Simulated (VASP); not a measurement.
# SiO2 (P6_422) in VASP: a series of runs

Runs on SiO2. Level: r2SCAN. Tasks: single point.

Program: VASP 6.6.1. These are calculated values, not measurements. Logs are shortened: lines on timing, memory, paths and dates and some standing lists are left out, and cuts for length are marked.

## (1) The cell of the first run

The structure is hexagonal, space group P6_422 (No. 181). Conventional cell: a = 5.060 Å, b = 5.060 Å, c = 5.541 Å, α = 90.00°, β = 90.00°, γ = 120.00°. Si (site symmetry 222) has 4 O at 1.61 Å within 2.1 Å. Within 2.1 Å of O (site symmetry 2) lie 2 Si at 1.61 Å.

## (2) Single point, r2SCAN

Input file POSCAR:

```
SiO2
1.0
    5.0596778423      0.0000000000      0.0000000000
   -2.5298389212      4.3818095464      0.0000000000
    0.0000000000      0.0000000000      5.5410856278
Si O
3 6
Direct
    0.0000000000      0.5000000000      0.3333333333
    0.5000000000      0.5000000000      0.6666666667
    0.5000000000      0.0000000000      0.0000000000
    0.5834989526      0.7917494763      0.8333333333
    0.7917494763      0.5834989526      0.5000000000
    0.7917494763      0.2082505237      0.1666666667
    0.4165010474      0.2082505237      0.8333333333
    0.2082505237      0.4165010474      0.5000000000
    0.2082505237      0.7917494763      0.1666666667
```

Input file INCAR.step1:

```
ALGO = Normal ; EDIFF = 1E-4
ENCUT = 520 ; GGA = PE
ISMEAR = 0 ; LASPH = True
LCHARG = False ; LREAL = False
LWAVE = True ; NBANDS = 34
NELM = 60 ; PREC = Accurate
SIGMA = 0.02
```

Input file INCAR.step2:

```
ALGO = Normal ; EDIFF = 1E-7
ENCUT = 520 ; ISIF = 2
ISMEAR = 0 ; ISTART = 1
LASPH = True ; LCHARG = False
LMIXTAU = True ; LREAL = False
LWAVE = False ; METAGGA = R2SCAN
NBANDS = 34 ; NELM = 60
PREC = Accurate ; SIGMA = 0.02
```

Input file KPOINTS:

```
k-points
0
Gamma
  6 6 4
```

Potentials or basis: VASP PAW PBE potentials, release 64 (Si, O).

Launch:

```
$ cat potpaw_PBE.64/Si/POTCAR potpaw_PBE.64/O/POTCAR > POTCAR
$ cp INCAR.step1 INCAR
$ mpirun -np 1 vasp_std > vasp.out
$ cp INCAR.step2 INCAR
$ mpirun -np 1 vasp_std > vasp.out
```

OUTCAR:

```text
EDIFF = 1E-7
   ENCUT = 520
   ISIF = 2
   ISMEAR = 0
   ISTART = 1
   LASPH = True
   LREAL = False
   METAGGA = R2SCAN
   NELM = 60
   PREC = Accurate

 ion  position               nearest neighbor table
   1  0.000  0.500  0.333-   6 1.61   9 1.61   8 1.61   5 1.61   3 3.13   3 3.13   2 3.13   2 3.13

   2  0.500  0.500  0.667-   4 1.61   7 1.61   5 1.61   8 1.61   3 3.13   3 3.13   1 3.13   1 3.13

   3  0.500  0.000  0.000-   6 1.61   9 1.61   7 1.61   4 1.61   1 3.13   1 3.13   2 3.13   2 3.13

   4  0.583  0.792  0.833-   2 1.61   3 1.61
   5  0.792  0.583  0.500-   2 1.61   1 1.61
   6  0.792  0.208  0.167-   1 1.61   3 1.61
   7  0.417  0.208  0.833-   2 1.61   3 1.61
   8  0.208  0.417  0.500-   2 1.61   1 1.61
   9  0.208  0.792  0.167-   1 1.61   3 1.61

  LATTYP: Found a hexagonal cell.
 ALAT       =     5.0596778423
 C/A-ratio  =     1.0951459363

  Lattice vectors:

 A1 = (   5.0596778423,   0.0000000000,   0.0000000000)
 A2 = (  -2.5298389212,   4.3818095464,   0.0000000000)
 A3 = (   0.0000000000,   0.0000000000,   5.5410856278)

Analysis of symmetry for initial positions (statically):
=====================================================================
 Subroutine PRICEL returns:
 Original cell was already a primitive cell.

 Routine SETGRP: Setting up the symmetry group for a
 hexagonal supercell.

 Subroutine GETGRP returns: Found 12 space group operations
 (whereof  4 operations were pure point group operations)
 out of a pool of 24 trial point group operations.

The static configuration has the point symmetry D_2 .
 The point group associated with its full space group is D_6 .

Analysis of symmetry for dynamics (positions and initial velocities):
=====================================================================
 Subroutine PRICEL returns:
 Original cell was already a primitive cell.

 Routine SETGRP: Setting up the symmetry group for a
 hexagonal supercell.

 Subroutine GETGRP returns: Found 12 space group operations
 (whereof  4 operations were pure point group operations)
 out of a pool of 24 trial point group operations.

The dynamic configuration has the point symmetry D_2 .
 The point group associated with its full space group is D_6 .

 Subroutine INISYM returns: Found 12 space group operations
 (whereof  4 operations are pure point group operations),
 and found     1 'primitive' translations

----------------------------------------------------------------------------------------

                                     Primitive cell

  volume of cell :     122.8489

  direct lattice vectors                    reciprocal lattice vectors
     5.059677842  0.000000000  0.000000000     0.197641042  0.114108109  0.000000000
    -2.529838921  4.381809546  0.000000000     0.000000000  0.228216217  0.000000000
     0.000000000  0.000000000  5.541085628     0.000000000  0.000000000  0.180470050

  length of vectors
     5.059677842  5.059677842  5.541085628     0.228216217  0.228216217  0.180470050

  position of ions in fractional coordinates (direct lattice)
     0.000000000  0.500000000  0.333333333
     0.500000000  0.500000000  0.666666667
     0.500000000  0.000000000  0.000000000
     0.583498953  0.791749476  0.833333333
     0.791749476  0.583498953  0.500000000
     0.791749476  0.208250524  0.166666667
     0.416501047  0.208250524  0.833333333
     0.208250524  0.416501047  0.500000000
     0.208250524  0.791749476  0.166666667

  ion indices of the primitive-cell ions
   primitive index   ion index
                 1           1
                 2           2
                 3           3
                 4           4
                 5           5
                 6           6
                 7           7
                 8           8
                 9           9

----------------------------------------------------------------------------------------

 KPOINTS: k-points

Automatic generation of k-mesh.
 Grid dimensions read from file:
 generate k-points for:    6    6    4

 Generating k-lattice:

  Cartesian coordinates                     Fractional coordinates (reciprocal lattice)
     0.032940174  0.019018018  0.000000000     0.166666667  0.000000000  0.000000000
     0.000000000  0.038036036  0.000000000     0.000000000  0.166666667  0.000000000
     0.000000000  0.000000000  0.045117512     0.000000000  0.000000000  0.250000000

  Length of vectors
     0.038036036  0.038036036  0.045117512

  Shift w.r.t. Gamma in fractional coordinates (k-lattice)
     0.000000000  0.000000000  0.000000000

 Subroutine IBZKPT returns following result:
 ===========================================

 Found     21 irreducible k-points:

 Following reciprocal coordinates:
            Coordinates               Weight
  0.000000  0.000000  0.000000      1.000000
  0.166667 -0.000000  0.000000      6.000000
  0.333333 -0.000000  0.000000      6.000000
  0.500000 -0.000000  0.000000      3.000000
  0.166667  0.166667  0.000000      6.000000
  0.333333  0.166667  0.000000     12.000000
[... 13 lines left out ...]
  0.333333  0.166667  0.500000     12.000000
  0.333333  0.333333  0.500000      2.000000
   k-points           NKPTS =     21   k-points in BZ     NKDIM =     21   number of bands    NBANDS=     34
   number of dos      NEDOS =    301   number of ions     NIONS =      9
   total plane-waves  NPLWV =  67200
   dimension x,y,z NGX =    40 NGY =   40 NGZ =   42
   dimension x,y,z NGXF=    80 NGYF=   80 NGZF=   84
   ions per type =               3   6
   NGX,Y,Z   is equivalent  to a cutoff of  13.14, 13.14, 12.60 a.u.
   NGXF,Y,Z  is equivalent  to a cutoff of  26.29, 26.29, 25.20 a.u.
 SYSTEM =  unknown system
   PREC   = accura    normal or accurate (medium, high low for compatibility)
   ISTART =      1    job   : 0-new  1-cont  2-samecut
   ICHARG =      0    charge: 1-file 2-atom 10-const
   ISPIN  =      1    spin polarized calculation?
   LNONCOLLINEAR =      F non collinear calculations
   LSORBIT =      F    spin-orbit coupling
   LASPH  =      T    aspherical Exc in radial PAW
   ENCUT  =  520.0 eV  38.22 Ry    6.18 a.u.   9.41  9.41 10.30*2*pi/ulx,y,z
   NELM   =     60;   NELMIN=  2; NELMDL=  0     # of ELM steps
   EDIFF  = 0.1E-06   stopping-criterion for ELM
   LREAL  =      F    real-space projection
   EDIFFG = 0.1E-05   stopping-criterion for IOM
   NSW    =      0    number of steps for IOM
   IBRION =     -1    ionic relax: 0-MD 1-quasi-New 2-CG
   NFREE  =      0    steps in history (QN), initial steepest desc. (CG)
   ISIF   =      2    stress and relaxation
   ISYM   =      2    0-nonsym 1-usesym 2-fastsym
   POTIM  = 0.5000    time-step for ionic-motion
   TEBEG  =    0.0;   TEEND  =   0.0 temperature during run
   PSTRESS=    0.0 pullay stress
   NELECT =      48.0000    total number of electrons
   NUPDOWN=      -1.0000    fix difference up-down
   EMIN   =  10.00;   EMAX   =-10.00  energy-range for DOS
   EFERMI =   0.00;   METHOD = LEGACY
   ISMEAR =     0;   SIGMA  =   0.02  broadening in eV -4-tet -1-fermi 0-gaus
   EFERMI_NEDOS =   21; number of points for ismear=-14 and -15
   IALGO  =     38    algorithm
   IMIX   =      4    mixing-type and parameters
     AMIX     =   0.40;   BMIX     =  1.00
     AMIX_MAG =   1.60;   BMIX_MAG =  1.00
  volume/ion in A,a.u.               =      13.65        92.11
  Fermi-wavevector in a.u.,A,eV,Ry     =   1.196827  2.261676 19.488926  1.432396
  Thomas-Fermi vector in A             =   2.332758
   LORBIT       =      0    0 simple, 1 ext, 2 COOP (PROOUT), +10 PAW based schemes
   METAGGA = R2SCAN    functional components
   LHFCALC =     F    Hartree Fock is set to
   AEXX    =    0.0000 exact exchange contribution
   IVDW    =     0    specifies the selected vdW correction
   LEPSILON=     F    determine dielectric tensor
   LRPA    =     F    only Hartree local field effects (RPA)
 non-spin polarized calculation
 Gauss-broadening in eV      SIGMA  =   0.02
  energy-cutoff  :      520.00
  volume of cell :      122.85
 maximum number of plane-waves:      3344
 NGX is ok and might be reduce to    40
   NGX = 19   NGY = 19   NGZ = 21

 number of electron      47.9999976 magnetization

 Free energy of the ion-electron system (eV)
  ---------------------------------------------------
  ext. energy  EPLUGINS =         0.00000000
  ---------------------------------------------------
  free energy    TOTEN  =       -89.35590710 eV

  energy without entropy =      -89.35590710  energy(sigma->0) =      -89.35590710

 E-fermi :   0.2219     XC(G=0):  -9.2028

 val. band max:        0.0758205391   @ k =   0.5000  -0.0000   0.0000
 cond. band min:       6.3726410531   @ k =   0.0000   0.0000   0.0000
 fundamental gap:      6.2968205140
 Fermi energy:         0.2219018533

 k-point     1 :       0.0000    0.0000    0.0000
  band No.  band energies     occupation
      1     -20.3420      2.00000
      2     -18.8944      2.00000
      3     -18.8944      2.00000
      4     -18.3150      2.00000
      5     -18.2699      2.00000
      6     -18.2699      2.00000
[... 26 lines left out ...]
     33      14.1422      0.00000
     34      14.1422      0.00000

 k-point     2 :       0.1667   -0.0000    0.0000
  band No.  band energies     occupation
      1     -20.2677      2.00000
      2     -18.9944      2.00000
      3     -18.8892      2.00000
      4     -18.3137      2.00000
      5     -18.2798      2.00000
      6     -18.2764      2.00000
[... 26 lines left out ...]
     33      14.1007      0.00000
     34      14.3602      0.00000
[... 664 lines left out ...]
     33      12.3878      0.00000
     34      12.5651      0.00000

 k-point    21 :       0.3333    0.3333    0.5000
  band No.  band energies     occupation
      1     -19.8456      2.00000
      2     -19.1965      2.00000
      3     -19.1965      2.00000
      4     -18.3253      2.00000
      5     -18.2976      2.00000
      6     -18.2976      2.00000
[... 26 lines left out ...]
     33      12.4238      0.00000
     34      12.4333      0.00000

------------------------ aborting loop because EDIFF is reached ----------------------------------------

  FORCE on cell =-STRESS in cart. coord.  units (eV):
  Direction    XX          YY          ZZ          XY          YZ          ZX
  --------------------------------------------------------------------------------------
  -------------------------------------------------------------------------------------
  Total        0.0972593      0.0972593      0.1359898     -0.0000000      0.0000000      0.0000000
  in kB        1.2684419      1.2684419      1.7735594     -0.0000000      0.0000000      0.0000000
  external PRESSURE =       1.4368144 kB  Pullay stress =       0.0000000 kB

 VOLUME and BASIS-vectors are now :
 -----------------------------------------------------------------------------
  energy-cutoff  :      520.00
  volume of cell :      122.85
      direct lattice vectors                 reciprocal lattice vectors
     5.059677842  0.000000000  0.000000000     0.197641042  0.114108109  0.000000000
    -2.529838921  4.381809546  0.000000000     0.000000000  0.228216217  0.000000000
     0.000000000  0.000000000  5.541085628     0.000000000  0.000000000  0.180470050

 POSITION                                       TOTAL-FORCE (eV/Angst)
 -----------------------------------------------------------------------------------
     -1.26492      2.19090      1.84703         0.000000      0.000000     -0.000000
      1.26492      2.19090      3.69406         0.000000      0.000000      0.000000
      2.52984      0.00000      0.00000         0.000000      0.000000     -0.000000
      0.94932      3.46930      4.61757        -0.010789     -0.006229     -0.000000
      2.52984      2.55678      2.77054         0.000000     -0.012458     -0.000000
      3.47916      0.91251      0.92351        -0.010789      0.006229      0.000000
      1.58052      0.91251      4.61757         0.010789      0.006229     -0.000000
     -0.00000      1.82503      2.77054        -0.000000      0.012458     -0.000000
     -0.94932      3.46930      0.92351         0.010789     -0.006229      0.000000
 -----------------------------------------------------------------------------------
    total drift:                                0.000000     -0.000000     -0.000001

  FREE ENERGIE OF THE ION-ELECTRON SYSTEM (eV)
  ---------------------------------------------------
  free  energy   TOTEN  =       -89.3559071019 eV

  energy  without entropy=      -89.3559071019  energy(sigma->0) =      -89.35590710
```

Wall time 4 min (1 thread of Intel Xeon 6975P-C (Granite Rapids), shared host); peak memory 0.29 GiB.

What came out:

| Property | Result |
| --- | --- |
| Free energy | -89.3559 eV |
| Pressure | 0.1 GPa |
| Largest force | 0.012 eV/Å |
| Band gap on the k mesh | 6.30 eV (least direct gap 6.49 eV) |

Forces on the atoms (eV/Å):
```
Si   0.000  0.000  0.000
Si   0.000  0.000  0.000
Si   0.000  0.000  0.000
O   -0.011 -0.006  0.000
O    0.000 -0.012  0.000
O   -0.011  0.006  0.000
O    0.011  0.006  0.000
O    0.000  0.012  0.000
O    0.011 -0.006  0.000
```

Levels at points of the mesh, in eV from the valence-band top:
```csv
k point,band 20,band 21,band 22,band 23,band 24,band 25,band 26,band 27,band 28,band 29
"(0.00, 0.00, 0.00)",-1.00,-1.00,-0.46,-0.46,-0.19,6.30,9.73,9.73,10.07,10.07
"(0.50, 0.00, 0.00)",-1.20,-1.17,-1.02,-0.35,0.00,8.41,9.27,10.39,10.53,10.56
"(0.00, 0.00, 0.50)",-1.84,-1.17,-0.29,0.00,0.00,8.17,8.17,9.24,10.74,10.74
"(0.50, 0.00, 0.50)",-1.33,-0.94,-0.73,-0.70,-0.34,9.51,9.90,10.00,10.15,10.41
```

Caveat: the PAW data sets were made with another functional, which shifts forces and pressure a little. A k mesh can miss the band edges.

(Part 1 of 2 ends here.)
